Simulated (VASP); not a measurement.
Input of a VASP 6.6.1 run:

INCAR

```
SYSTEM = LiHf32Si32O128
PREC = Accurate
ENCUT = 520
EDIFF = 1E-6
ISMEAR = -1
SIGMA = 0.01
LREAL = Auto
LASPH = .True.
NELM = 80
ALGO = Normal
ISIF = 2
LWAVE = .False.
LCHARG = .False.
GGA = PE
NBANDS = 712
NELECT = 1218.0
LUSENCCL = .False.
```

Contents of KPOINTS:

```
Automatic mesh
0
Gamma
  1 1 1
  0 0 0
```

Contents of POSCAR:

```
LiHf32Si32O128
1.0
   13.2930558500      0.0000000000      0.0000000000
    0.0000000000     13.2930558500      0.0000000000
    0.0000000000      0.0000000000     12.0294699300
Hf Si O Li
32 32 128 1
Direct
   -0.0001717438      0.0001228461     -0.0003326830
    0.2500649992      0.2499219169      0.2498548995
   -0.0001918295      0.2496728395      0.1248909560
    0.2501833316      0.0003369428      0.3745189128
    0.0001123895      0.0014405266      0.4986257944
    0.2499975955      0.2498356313      0.7498966332
[... 185 lines left out ...]
    0.8431895665      0.7427116918      0.5931041053
    0.8782301174      0.6178740308      0.7094166285
```

Potentials or basis: VASP PAW PBE potentials, release 64 (Hf_pv, Si, O, Li_sv).

The run is started by

```sh
$ cat potpaw_PBE.64/Hf_pv/POTCAR potpaw_PBE.64/Si/POTCAR potpaw_PBE.64/O/POTCAR potpaw_PBE.64/Li_sv/POTCAR > POTCAR
$ mpirun -np 1 vasp_gam > vasp.out
```

Q: What does it give for the largest force?

A: 0.196 eV/Å.

Caveat: the k points lie up to 0.52 Å⁻¹ apart; the cell carries a net charge on a neutralising background, which shifts energy and pressure.
